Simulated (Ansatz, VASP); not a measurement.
# LaSc: VASP beside Ansatz

Contents of INCAR:

```
SYSTEM = LaSc
ALGO = Fast
EDIFF = 1E-6
ENCUT = 520
GGA = PE
ISIF = 2
ISMEAR = 0
LASPH = .TRUE.
LCHARG = .FALSE.
LREAL = .FALSE.
LWAVE = .FALSE.
NBANDS = 18
NELM = 80
PREC = Accurate
SIGMA = 0.1
```

File KPOINTS:

```
k-points
0
G
  6 6 6
  0 0 0
```

The input POSCAR:

```
LaSc
1.0
    3.7008240100      0.0000000000      0.0000000000
    0.0000000000      3.7008240100      0.0000000000
    0.0000000000      0.0000000000      3.7008240100
La Sc
1 1
Direct
    0.0000000000      0.0000000000      0.0000000000
    0.5000000000      0.5000000000      0.5000000000
```

Input for Ansatz:

```yaml
crystal:
  lattice:
    - [3.70082401, 0.0, 0.0]
    - [0.0, 3.70082401, 0.0]
    - [0.0, 0.0, 3.70082401]
  atoms:
    - { symbol: La, position: [0.0, 0.0, 0.0] }
    - { symbol: Sc, position: [0.5, 0.5, 0.5] }
basis:
  ecutwfc: 420
kpoints:
  mp_grid: { grid: [6, 6, 6] }
hamiltonian:
  xc: pbe
scf:
  occupations: { method: gaussian, width: 0.1 }
  lower_state_search: "off"
output:
  forces: true
  stress: true
  eigenvalues: true
```

Change from the starting cell: species swapped into the HfIr type (Pm-3m, No. 221).

Alike in both runs: task single point; functional PBE; k mesh 6 × 6 × 6; occupations gaussian, width 0.1 eV; no spin polarisation.

|  | VASP | Ansatz |
| --- | --- | --- |
| version | VASP 6.6.1 | Ansatz 0.2.0 |
| potentials or method | VASP PAW PBE potentials, release 64 (La, Sc_sv), cutoff 520 eV | scalar-relativistic, plane waves, PAW |
| valence electrons in the cell | 22 | 22 |

Ansatz gave:

```
gap on the k mesh at the Fermi level (eV) : none
pressure (GPa)                            : 9.3
```

Task: Estimate VASP's values.

Result: gap on the k mesh at the Fermi level (eV): none; pressure (GPa): 9.4.

A gap of «none» marks a metal or a gap that the smearing closes. With one functional, cell and mesh, what is left measures potentials, basis and numerics.

Neither program's run includes spin-orbit coupling.
